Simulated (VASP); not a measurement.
Wanted: the native input for a VASP 6.6.1 run.

```yaml
Task: single point
Functional: PBE
Potentials_or_basis: VASP PAW PBE potentials, release 64 (Ni)
Cutoff: 520 eV
k_mesh: 8 × 13 × 10
Occupations: fermi-dirac, width 0.05 eV
Spin: collinear spin, ferromagnetic start
Starting_moments: "[0.77, 0.77] μB"
Dipole_correction: no
Further_INCAR_settings: ALGO = Normal; EDIFF = 1e-07; NBANDS = 21; ISYM = 0
```

The structure of Ni lies in POSCAR:

```
Ni
1.0
   -1.7673500000     -3.5347000000     -1.7673500000
   -1.7673500000      0.0000000000     -1.7673500000
    1.7673500000      0.0000000000     -1.7673500000
Ni
2
Direct
    0.0000000000      0.0000000000      0.0000000000
    0.5000000000      0.0000000000      0.5000000000
```

The input as run:

INCAR

```
SYSTEM = Ni
PREC = Accurate ; ENCUT = 520
EDIFF = 1E-7 ; ISMEAR = -1
SIGMA = 0.05 ; LREAL = .FALSE.
LASPH = .TRUE. ; NELM = 150
ALGO = Normal ; ISIF = 2
LWAVE = .FALSE. ; LCHARG = .FALSE.
ISPIN = 2 ; MAGMOM = 0.77 0.77
LORBIT = 11 ; LMAXMIX = 4
GGA = PE ; NBANDS = 21
ISYM = 0
```

KPOINTS

```
Automatic mesh
0
G
  8 13 10
  0 0 0
```

Potentials or basis: VASP PAW PBE potentials, release 64 (Ni).

Run with:

```sh
$ cat potpaw_PBE.64/Ni/POTCAR > POTCAR
$ mpirun -np 1 vasp_std > vasp.out
```

Results of the run:

The pressure is -2.5 GPa. The net moment is 1.31 μB per cell and the site moments are Ni +0.67 μB. The valence electrons inside the program's atomic spheres are Ni 9.28.

Run time: 2.8 min on 1 thread of Intel(R) Xeon(R) 6975P-C (Granite Rapids), on a shared host, peak memory 0.41 GiB.
